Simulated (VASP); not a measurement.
# HfGa2As2 (P-6m2) in VASP: further runs

Runs on HfGa2As2. Level: PBE. Tasks: relaxation of cell and atoms, single point.

All numbers are computed with VASP 6.6.1; they aren't measurements. Logs are shortened: lines on timing, memory, paths and dates and some standing lists are left out, and cuts for length are marked.

## 1. The cell of the first run

The structure is hexagonal, space group P-6m2 (No. 187). The conventional cell has a = 4.305 Å, b = 4.305 Å, c = 8.060 Å, α = 90.00°, β = 90.00°, γ = 120.00°. Within 3.4 Å of Hf (site symmetry -6m2) lie 3 Ga at 2.49 Å and 6 As at 3.40 Å. Ga (site symmetry -6m2) has 6 As at 3.02 Å and 2 Hf at 4.03 Å within 4.1 Å. Ga (site symmetry -6m2) has 3 Hf at 2.49 Å and 6 As at 3.40 Å within 3.4 Å. As (site symmetry 3m) has 6 Ga at 3.02 to 3.40 Å and 3 Hf at 3.40 Å and 1 As at 3.42 Å within 4.0 Å.

The cell was generated, and may not be a known phase.

## 2. Relaxation of cell and atoms, PBE

INCAR

```
PREC = Accurate
ENCUT = 600
EDIFF = 1E-6
ISMEAR = 0
SIGMA = 0.1
LREAL = F
LASPH = T
NELM = 100
ALGO = Fast
ISIF = 3
LWAVE = F
LCHARG = F
GGA = PE
IBRION = 2
NSW = 90
EDIFFG = -0.04
```

KPOINTS

```
regular mesh
0
Gamma
  6 6 2
```

POSCAR

```
HfGa2As2
1.0
    4.3045820500      0.0000000000      0.0000000000
   -2.1522910300      3.7278774100      0.0000000000
    0.0000000000      0.0000000000      8.0597868700
Hf Ga As
1 2 2
Direct
    0.6666666700      0.3333333300      0.0000000000
    0.6666666700      0.3333333300      0.5000000000
    0.0000000000      0.0000000000      0.0000000000
    0.3333333300      0.6666666700      0.7122960100
    0.3333333300      0.6666666700      0.2877039900
```

Potentials or basis: VASP PAW PBE potentials, release 64 (Hf_pv, Ga_d, As).

Started as:

```
$ cat potpaw_PBE.64/Hf_pv/POTCAR potpaw_PBE.64/Ga_d/POTCAR potpaw_PBE.64/As/POTCAR > POTCAR
$ mpirun -np 1 vasp_std > vasp.out
```

OUTCAR:

```text
PREC = Accurate
   ENCUT = 600
   EDIFF = 1E-6
   ISMEAR = 0
   LREAL = F
   LASPH = T
   NELM = 100
   ISIF = 3
   GGA = PE
   IBRION = 2
   NSW = 90
   EDIFFG = -0.04

 ion  position               nearest neighbor table
   1  0.667  0.333  0.000-   3 2.49   3 2.49   3 2.49
   2  0.667  0.333  0.500-
   3  0.000  0.000  0.000-   1 2.49   1 2.49   1 2.49
   4  0.333  0.667  0.712-
   5  0.333  0.667  0.288-

  LATTYP: Found a hexagonal cell.
 ALAT       =     4.3045820500
 C/A-ratio  =     1.8723738510

  Lattice vectors:

 A1 = (   4.3045820500,   0.0000000000,   0.0000000000)
 A2 = (  -2.1522910300,   3.7278774100,   0.0000000000)
 A3 = (   0.0000000000,   0.0000000000,   8.0597868700)

Analysis of symmetry for initial positions (statically):
=====================================================================
 Subroutine PRICEL returns:
 Original cell was already a primitive cell.

 Routine SETGRP: Setting up the symmetry group for a
 hexagonal supercell.

 Subroutine GETGRP returns: Found 12 space group operations
 (whereof 12 operations were pure point group operations)
 out of a pool of 24 trial point group operations.

The static configuration has the point symmetry D_3h.

Analysis of symmetry for dynamics (positions and initial velocities):
=====================================================================
 Subroutine PRICEL returns:
 Original cell was already a primitive cell.

 Routine SETGRP: Setting up the symmetry group for a
 hexagonal supercell.

 Subroutine GETGRP returns: Found 12 space group operations
 (whereof 12 operations were pure point group operations)
 out of a pool of 24 trial point group operations.

The dynamic configuration has the point symmetry D_3h.

 Subroutine INISYM returns: Found 12 space group operations
 (whereof 12 operations are pure point group operations),
 and found     1 'primitive' translations

----------------------------------------------------------------------------------------

                                     Primitive cell

  volume of cell :     129.3350

  direct lattice vectors                    reciprocal lattice vectors
     4.304582050  0.000000000  0.000000000     0.232310591  0.134124582  0.000000000
    -2.152291030  3.727877410  0.000000000     0.000000000  0.268249164  0.000000000
     0.000000000  0.000000000  8.059786870     0.000000000  0.000000000  0.124072760

  length of vectors
     4.304582050  4.304582054  8.059786870     0.268249165  0.268249164  0.124072760

  position of ions in fractional coordinates (direct lattice)
     0.666666670  0.333333330  0.000000000
     0.666666670  0.333333330  0.500000000
     0.000000000  0.000000000  0.000000000
     0.333333330  0.666666670  0.712296010
     0.333333330  0.666666670  0.287703990

  ion indices of the primitive-cell ions
   primitive index   ion index
                 1           1
                 2           2
                 3           3
                 4           4
                 5           5

----------------------------------------------------------------------------------------

 KPOINTS: regular mesh

Automatic generation of k-mesh.
 Grid dimensions read from file:
 generate k-points for:    6    6    2

 Generating k-lattice:

  Cartesian coordinates                     Fractional coordinates (reciprocal lattice)
     0.038718432  0.022354097  0.000000000     0.166666667  0.000000000  0.000000000
     0.000000000  0.044708194  0.000000000     0.000000000  0.166666667  0.000000000
     0.000000000  0.000000000  0.062036380     0.000000000  0.000000000  0.500000000

  Length of vectors
     0.044708194  0.044708194  0.062036380

  Shift w.r.t. Gamma in fractional coordinates (k-lattice)
     0.000000000  0.000000000  0.000000000

 Subroutine IBZKPT returns following result:
 ===========================================

 Found     14 irreducible k-points:

 Following reciprocal coordinates:
            Coordinates               Weight
  0.000000  0.000000  0.000000      1.000000
  0.166667  0.000000  0.000000      6.000000
  0.333333  0.000000  0.000000      6.000000
  0.500000  0.000000  0.000000      3.000000
  0.166667  0.166667  0.000000      6.000000
  0.333333  0.166667  0.000000     12.000000
  0.333333  0.333333  0.000000      2.000000
  0.000000  0.000000  0.500000      1.000000
  0.166667  0.000000  0.500000      6.000000
  0.333333  0.000000  0.500000      6.000000
  0.500000  0.000000  0.500000      3.000000
  0.166667  0.166667  0.500000      6.000000
  0.333333  0.166667  0.500000     12.000000
  0.333333  0.333333  0.500000      2.000000
   k-points           NKPTS =     14   k-points in BZ     NKDIM =     14   number of bands    NBANDS=     27
   number of dos      NEDOS =    301   number of ions     NIONS =      5
   total plane-waves  NPLWV =  82944
   dimension x,y,z NGX =    36 NGY =   36 NGZ =   64
   dimension x,y,z NGXF=    72 NGYF=   72 NGZF=  128
   ions per type =               1   2   2
   NGX,Y,Z   is equivalent  to a cutoff of  13.90, 13.90, 13.20 a.u.
   NGXF,Y,Z  is equivalent  to a cutoff of  27.81, 27.81, 26.40 a.u.
 SYSTEM =  unknown system
   PREC   = accura    normal or accurate (medium, high low for compatibility)
   ISTART =      0    job   : 0-new  1-cont  2-samecut
   ICHARG =      2    charge: 1-file 2-atom 10-const
   ISPIN  =      1    spin polarized calculation?
   LNONCOLLINEAR =      F non collinear calculations
   LSORBIT =      F    spin-orbit coupling
   LASPH  =      T    aspherical Exc in radial PAW
   ENCUT  =  600.0 eV  44.10 Ry    6.64 a.u.   8.60  8.60 16.10*2*pi/ulx,y,z
   NELM   =    100;   NELMIN=  2; NELMDL= -5     # of ELM steps
   EDIFF  = 0.1E-05   stopping-criterion for ELM
   LREAL  =      F    real-space projection
   EDIFFG = -.4E-01   stopping-criterion for IOM
   NSW    =     90    number of steps for IOM
   IBRION =      2    ionic relax: 0-MD 1-quasi-New 2-CG
   NFREE  =      1    steps in history (QN), initial steepest desc. (CG)
   ISIF   =      3    stress and relaxation
   ISYM   =      2    0-nonsym 1-usesym 2-fastsym
   POTIM  = 0.5000    time-step for ionic-motion
   TEBEG  =    0.0;   TEEND  =   0.0 temperature during run
   PSTRESS=    0.0 pullay stress
   NELECT =      46.0000    total number of electrons
   NUPDOWN=      -1.0000    fix difference up-down
   EMIN   =  10.00;   EMAX   =-10.00  energy-range for DOS
   EFERMI =   0.00;   METHOD = LEGACY
   ISMEAR =     0;   SIGMA  =   0.10  broadening in eV -4-tet -1-fermi 0-gaus
   EFERMI_NEDOS =   21; number of points for ismear=-14 and -15
   IALGO  =     68    algorithm
   IMIX   =      4    mixing-type and parameters
     AMIX     =   0.40;   BMIX     =  1.00
     AMIX_MAG =   1.60;   BMIX_MAG =  1.00
  volume/ion in A,a.u.               =      25.87       174.56
  Fermi-wavevector in a.u.,A,eV,Ry     =   1.159904  2.191901 18.304970  1.345377
  Thomas-Fermi vector in A             =   2.296492
   LORBIT       =      0    0 simple, 1 ext, 2 COOP (PROOUT), +10 PAW based schemes
   GGA     = PE    functional components
   LHFCALC =     F    Hartree Fock is set to
   AEXX    =    0.0000 exact exchange contribution
   IVDW    =     0    specifies the selected vdW correction
   LEPSILON=     F    determine dielectric tensor
   LRPA    =     F    only Hartree local field effects (RPA)
 conjugate gradient relaxation of ions
 non-spin polarized calculation
 RMM-DIIS sequential band-by-band and
 Gauss-broadening in eV      SIGMA  =   0.10
  energy-cutoff  :      600.00
  volume of cell :      129.34
 maximum number of plane-waves:      4352
 NGX is ok and might be reduce to    36
   NGX = 17   NGY = 17   NGZ = 33

--------------------------------------- Ionic step        1  -------------------------------------------

 number of electron      45.9999997 magnetization

 Free energy of the ion-electron system (eV)
  ---------------------------------------------------
  ext. energy  EPLUGINS =         0.00000000
  ---------------------------------------------------
  free energy    TOTEN  =       -22.61759798 eV

  energy without entropy =      -22.60562474  energy(sigma->0) =      -22.61161136

 E-fermi :   3.0328     XC(G=0):  -9.5309

 val. band max:        2.9869051017   @ k =   0.0000   0.0000   0.0000
 cond. band min:       3.0605624852   @ k =   0.3333   0.3333   0.5000
 fundamental gap:      0.0736573835
 Fermi energy:         3.0327824438

 k-point     1 :       0.0000    0.0000    0.0000
  band No.  band energies     occupation
      1     -28.4246      2.00000
      2     -28.3834      2.00000
      3     -28.3834      2.00000
      4     -11.7149      2.00000
      5     -11.7149      2.00000
      6     -11.6754      2.00000
[... 445 lines left out ...]
  energy  without entropy=      -22.6056247436  energy(sigma->0) =      -22.61161136

--------------------------------------- Ionic step        2  -------------------------------------------

 number of electron      46.0000000 magnetization

 E-fermi :   4.0850     XC(G=0): -10.0148

 val. band max:        4.0479650156   @ k =   0.1667   0.1667   0.0000
 cond. band min:       4.0850316394   @ k =   0.3333   0.1667   0.0000
 fundamental gap:      0.0370666238
 Fermi energy:         4.0849709749

 k-point     1 :       0.0000    0.0000    0.0000
  band No.  band energies     occupation
      1     -27.2506      2.00000
      2     -27.2506      2.00000
      3     -27.2372      2.00000
      4     -10.7822      2.00000
      5     -10.7822      2.00000
      6     -10.7434      2.00000
[... 480 lines left out ...]
  FREE ENERGIE OF THE ION-ELECTRON SYSTEM (eV)
  ---------------------------------------------------
  free  energy   TOTEN  =       -24.3432580157 eV

  energy  without entropy=      -24.3204221555  energy(sigma->0) =      -24.33184009

[... ionic steps 4 to 15 ...]

--------------------------------------- Ionic step       16  -------------------------------------------

 number of electron      45.9999992 magnetization

------------------------ aborting loop because EDIFF is reached ----------------------------------------

  FORCE on cell =-STRESS in cart. coord.  units (eV):
  Direction    XX          YY          ZZ          XY          YZ          ZX
  --------------------------------------------------------------------------------------
  -------------------------------------------------------------------------------------
  Total       -0.2067319     -0.2067319      0.8104814      0.0000000      0.0000000      0.0000000
  in kB       -3.0984334     -3.0984334     12.1472452      0.0000000      0.0000000      0.0000000
  external PRESSURE =       1.9834595 kB  Pullay stress =       0.0000000 kB
[... 63 lines left out ...]
  energy  without entropy=      -25.1973255273  energy(sigma->0) =      -25.21065838

--------------------------------------- Ionic step       18  -------------------------------------------

 number of electron      45.9999990 magnetization

 Free energy of the ion-electron system (eV)
  ---------------------------------------------------
  ext. energy  EPLUGINS =         0.00000000
  ---------------------------------------------------
  free energy    TOTEN  =       -25.22480552 eV

  energy without entropy =      -25.19877821  energy(sigma->0) =      -25.21179187

 E-fermi :   5.0294     XC(G=0): -10.3559

 val. band max:        5.0271535676   @ k =   0.3333   0.1667   0.0000
 cond. band min:       5.0677749760   @ k =   0.1667   0.1667   0.5000
 fundamental gap:      0.0406214084
 Fermi energy:         5.0293663166

 k-point     1 :       0.0000    0.0000    0.0000
  band No.  band energies     occupation
      1     -26.2899      2.00000
      2     -26.2899      2.00000
      3     -26.2719      2.00000
      4     -10.0137      2.00000
      5      -9.9833      2.00000
      6      -9.9833      2.00000
[... 441 lines left out ...]
  FREE ENERGIE OF THE ION-ELECTRON SYSTEM (eV)
  ---------------------------------------------------
  free  energy   TOTEN  =       -25.2248055239 eV

  energy  without entropy=      -25.1987782117  energy(sigma->0) =      -25.21179187

 reached required accuracy - stopping structural energy minimisation
```

Wall time 18 min (1 thread of AMD EPYC 9R45 (Zen 5), shared host); peak memory 0.3 GiB.

What came out:

- Free energy: -25.2248 eV
- Relaxed volume: 21.39 Å³/atom
- Relaxed cell: a = 4.595 Å, b = 4.595 Å, c = 5.850 Å, α = 90.00°, β = 90.00°, γ = 120.00°
- Space group after relaxing (to 0.1 Å): P-6m2 (No. 187)
- Pressure after relaxing: 0.0 GPa
- Largest force after relaxing: 0.013 eV/Å
- Band gap on the k mesh: zero (bands 23 and 24 overlap by 1.08 eV)

Forces on the atoms (eV/Å):
```
Hf   0.000  0.000  0.000
Ga   0.000  0.000  0.000
Ga   0.000  0.000  0.000
As   0.000  0.000  0.013
As   0.000  0.000 -0.013
```

Final structure:
```cif
data_structure
_symmetry_space_group_name_H-M 'P 1'
_symmetry_Int_Tables_number 1
_cell_length_a 4.5948
_cell_length_b 4.5948
_cell_length_c 5.8502
_cell_angle_alpha 90.000
_cell_angle_beta 90.000
_cell_angle_gamma 120.000
_cell_volume 106.97
loop_
_atom_site_label
_atom_site_type_symbol
_atom_site_fract_x
_atom_site_fract_y
_atom_site_fract_z
_atom_site_occupancy
Hf1 Hf 0.66667 0.33333 0.00000 1
Ga1 Ga 0.66667 0.33333 0.50000 1
Ga2 Ga 0.00000 0.00000 0.00000 1
As1 As 0.33333 0.66667 0.74039 1
As2 As 0.33333 0.66667 0.25961 1
```

Levels at points of the mesh, in eV from the Fermi level:
```csv
k point,band 21,band 22,band 23,band 24,band 25,band 26
"(0.00, 0.00, 0.00)",-1.09,-1.09,-0.57,-0.57,0.80,1.95
"(0.50, 0.00, 0.00)",-1.88,-1.14,0.18,0.37,0.59,1.99
"(0.00, 0.00, 0.50)",-2.37,-2.06,-1.45,0.92,0.99,1.00
"(0.50, 0.00, 0.50)",-2.04,-1.77,-1.75,0.17,0.27,2.55
```

Caveat: the k points lie up to 0.54 Å⁻¹ apart in the final cell, too coarse for converged energies and pressures of a metal; the volume moved by over 15 % at a fixed basis, so the end points are rough; spin-orbit coupling is left out, which moves the levels of the heavy elements.

[end of part 1 of 2]

The gap in the log of VASP goes by the Fermi energy; the results here count the filled bands.